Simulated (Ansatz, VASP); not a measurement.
TiC2 in VASP and in Ansatz

INCAR

```
SYSTEM = TiC2
PREC = Accurate
ENCUT = 600
EDIFF = 1E-6
ISMEAR = 0
SIGMA = 0.1
LREAL = .False.
LASPH = .True.
NELM = 60
ALGO = Normal
ISIF = 3
LWAVE = .False.
LCHARG = .False.
GGA = PE
IBRION = 2
NSW = 90
EDIFFG = -0.04
```

File KPOINTS:

```
Automatic mesh
0
Gamma
  6 4 4
  0 0 0
```

Contents of POSCAR:

```
TiC2
1.0
    3.5783220331      0.0000000000      0.0000000000
    0.0000000000      4.5956343881      0.0000000000
    0.0000000000      0.0000000000      3.7920886855
Ti C
2 4
Direct
    0.0000000000      0.5000000000      0.9194454495
    0.0000000000      0.5000000000      0.4194454495
    0.4886726709      0.6666666667      0.5113273291
    0.5113273291      0.3333333333      0.5113273291
    0.4886726709      0.3333333333      0.0113273291
    0.5113273291      0.6666666667      0.0113273291
```

Input for Ansatz:

```yaml
crystal:
  lattice:
    - [3.5783220331, 0.0, 0.0]
    - [0.0, 4.5956343881, 0.0]
    - [0.0, 0.0, 3.7920886855]
  atoms:
    - { symbol: Ti, position: [0.0, 0.5, 0.9194454495] }
    - { symbol: Ti, position: [0.0, 0.5, 0.4194454495] }
    - { symbol: C, position: [0.4886726709, 0.6666666667, 0.5113273291] }
    - { symbol: C, position: [0.5113273291, 0.3333333333, 0.5113273291] }
    - { symbol: C, position: [0.4886726709, 0.3333333333, 0.0113273291] }
    - { symbol: C, position: [0.5113273291, 0.6666666667, 0.0113273291] }
basis:
  ecutwfc: 420
kpoints:
  mp_grid: { grid: [6, 4, 4] }
hamiltonian:
  xc: pbe
scf:
  occupations: { method: gaussian, width: 0.1 }
  lower_state_search: "off"
output:
  forces: true
  stress: true
  eigenvalues: true
relax:
  adjacent_minimum: "off"
  f_tol: 0.04
  max_steps: 70
  cell: { stress_tol: 0.4 }
```

Alike in both runs: task relaxation of cell and atoms; functional PBE; k mesh 6 × 4 × 4; occupations gaussian, width 0.1 eV; no spin polarisation.

|  | VASP | Ansatz |
| --- | --- | --- |
| version | VASP 6.6.1 | Ansatz 0.2.0 |
| potentials or method | VASP PAW PBE potentials, release 64 (Ti_sv, C), cutoff 600 eV | scalar-relativistic, plane waves, PAW |
| valence electrons in the cell | 40 | 40 |

VASP gave:

* gap on the k mesh at the Fermi level, each at its own relaxed structure (eV): none
* relaxed volume (Å³/atom): 14.68
* relaxed length of the cell vector where the two differ most in proportion (Å): 5.058

**Question.** Which values does Ansatz return?

**Answer.** gap on the k mesh at the Fermi level, each at its own relaxed structure (eV): none; relaxed volume (Å³/atom): 16.12; relaxed length of the cell vector where the two differ most in proportion (Å): 5.470.

A gap of «none» marks a metal or a gap that the smearing closes. One of these differences is far larger than is usual between the two programs; its cause wasn't traced.

The k mesh is coarse, so the values compare programs but aren't converged. Noted on VASP's run: the volume moved by over 15 % at a fixed basis, so the end points are rough.
